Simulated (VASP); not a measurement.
## KMgF3: single point with PBE

Crystal: KMgF3.

```xyz
5
Lattice="3.9859 0.0349 0.0000 0.0349 3.9859 0.0000 0.0000 0.0000 3.9859" Properties=species:S:1:pos:R:3 pbc="T T T"
K     2.0104    2.0104    1.9929
Mg    0.0000    0.0000    0.0000
F     1.9929    0.0174    0.0000
F     0.0174    1.9929    0.0000
F     0.0000    0.0000    1.9929
```

This cell differs from its parent crystal: strain +0.0175 x Voigt [0, 0, 0, 0, 0, 1].

```json
{"Program": "VASP 6.6.1", "Task": "single point", "Functional": "PBE", "Potentials or basis": "VASP PAW PBE potentials, release 64 (K_sv, Mg, F)", "Cutoff": "520 eV", "k mesh": "6 × 6 × 6", "Occupations": "gaussian, width 0.05 eV", "Spin": "no spin polarisation", "Dipole correction": "no", "Further INCAR settings": "ALGO = Normal; EDIFF = 1e-06; NBANDS = 24"}
```

```yaml
Pressure: 3.4 GPa
Band_gap_on_the_k_mesh: 7.30 eV, indirect (least direct gap 7.59 eV)
```

Stress tensor (GPa, compression positive):
```
 3.37 -0.85  0.00
-0.85  3.37  0.00
 0.00  0.00  3.36
```

Levels at points of the mesh, in eV from the valence-band top:
```
           k point  band 13  band 14  band 15  band 16  band 17  band 18  band 19  band 20
(0.00, 0.00, 0.00)    -0.61    -0.36    -0.33    -0.29     7.30    10.07    10.08    12.19
(0.50, 0.00, 0.00)    -0.87    -0.86    -0.53    -0.53    10.11    10.44    11.11    12.80
(0.50, 0.50, 0.00)    -1.02    -0.91    -0.89    -0.02    10.91    11.69    12.61    12.65
(0.00, 0.00, 0.50)    -0.87    -0.86    -0.59    -0.47    10.11    10.44    11.12    12.74
(0.50, 0.00, 0.50)    -1.04    -0.90    -0.90    -0.03    10.91    11.69    12.62    12.63
(0.50, 0.50, 0.50)    -1.12    -0.01     0.00     0.00    10.39    10.44    10.49    13.99
```

Wall time 26 s on 1 thread of Intel(R) Xeon(R) 6975P-C (Granite Rapids) (shared host), peak memory 0.21 GiB.

Caveat: the cell differs from its parent crystal (strain +0.0175 x Voigt [0, 0, 0, 0, 0, 1]). A k mesh can miss the band edges.
